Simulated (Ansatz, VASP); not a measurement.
One calculation of Si3C, two programs

```
Si C
1.0
     2.75052    0.00000    0.00000
     0.00000    2.75052    0.00000
     0.00000    0.00000    6.15130
Si C
3 1
Direct
  0.00000 0.00000 0.80878
  0.50000 0.50000 0.50000
  0.00000 0.00000 0.19122
  0.50000 0.50000 0.00000
```

Alike in both runs: functional PBE; k mesh 18 × 18 × 8; occupations gaussian, width 0.1 eV; no spin polarisation.

Ansatz relaxed the structure, and its values are those at the end. VASP's run is a single point on that final structure, the one shown.

|  | VASP | Ansatz |
| --- | --- | --- |
| version | VASP 6.6.1 | Ansatz 0.2.0 |
| potentials or method | VASP PAW PBE potentials, release 64 (Si, C), cutoff 520 eV | scalar-relativistic, plane waves, PAW |
| valence electrons in the cell | 16 | 16 |

|  | VASP | Ansatz | Ansatz less VASP |
| --- | --- | --- | --- |
| gap on the k mesh at the Fermi level (eV) | none | none | - |
| pressure (GPa) | 0.0 | 0.0 | -0.01 |

A gap of «none» marks a metal or a gap that the smearing closes. With one functional, cell and mesh, what is left measures potentials, basis and numerics.
